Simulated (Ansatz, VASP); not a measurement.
GaP: VASP beside Ansatz

POSCAR

```
GaP
1.0
    0.0000000000      2.7523962207      2.7523962207
    2.7523962207      0.0000000000      2.7523962207
    2.7523962207      2.7523962207      0.0000000000
Ga P
1 1
Direct
    0.0000000000      0.0000000000      0.0000000000
    0.2500000000      0.2500000000      0.2500000000
```

File INCAR.step1:

```
PREC     = Accurate       # precision mode
ENCUT    = 520            # plane-wave cutoff, eV
ISMEAR   = 0              # smearing method
SIGMA    = 0.01           # smearing width, eV
LREAL    = False          # projectors in reciprocal space
LASPH    = True           # aspherical terms in the spheres
NELM     = 80             # most SCF steps
NBANDS   = 16             # bands
GGA      = PE             # functional
ALGO     = Normal         # electronic algorithm
EDIFF    = 1E-4           # SCF threshold, eV
LWAVE    = True           # write WAVECAR
LCHARG   = False          # write CHGCAR
```

The input INCAR.step2:

```
PREC     = Accurate       # precision mode
ENCUT    = 520            # plane-wave cutoff, eV
EDIFF    = 1E-7           # SCF threshold, eV
ISMEAR   = 0              # smearing method
SIGMA    = 0.01           # smearing width, eV
LREAL    = False          # projectors in reciprocal space
LASPH    = True           # aspherical terms in the spheres
NELM     = 80             # most SCF steps
ALGO     = Normal         # electronic algorithm
ISIF     = 2              # what is computed and relaxed
LWAVE    = False          # write WAVECAR
LCHARG   = True           # write CHGCAR
METAGGA  = R2SCAN         # meta-GGA
LMIXTAU  = True         
LELF     = True           # ELF
LVHAR    = True         
NBANDS   = 16             # bands
ISTART   = 1
```

Contents of KPOINTS:

```
Automatic mesh
0
Gamma
  6 6 6
```

Input for Ansatz:

```yaml
crystal:
  lattice:
    - [0.0, 2.7523962207, 2.7523962207]
    - [2.7523962207, 0.0, 2.7523962207]
    - [2.7523962207, 2.7523962207, 0.0]
  atoms:
    - { symbol: Ga, position: [0.0, 0.0, 0.0] }
    - { symbol: P, position: [0.25, 0.25, 0.25] }
kpoints:
  mp_grid: { grid: [6, 6, 6] }
hamiltonian:
  xc: r2scan
scf:
  occupations: { method: fixed }
  n_extra_bands: 4
output:
  forces: true
  stress: true
  eigenvalues: true
```

Alike in both runs: task single point; functional r2SCAN; k mesh 6 × 6 × 6; no spin polarisation.

|  | VASP | Ansatz |
| --- | --- | --- |
| version | VASP 6.6.1 | Ansatz 0.2.0 |
| potentials or method | VASP PAW PBE potentials, release 64 (Ga_d, P) | plane waves, PAW |
| plane-wave cutoff (eV) | 520 | 500 |
| occupations | gaussian, width 0.01 eV | fixed |
| valence electrons in the cell | 18 | 18 |

|  | VASP | Ansatz | Ansatz less VASP |
| --- | --- | --- | --- |
| gap on the k mesh at the Fermi level (eV) | 1.94 | 1.94 | +0.003 |
| pressure (GPa) | -2.4 | -2.4 | +0.06 |

VASP's potentials were made for PBE, not for r2SCAN.
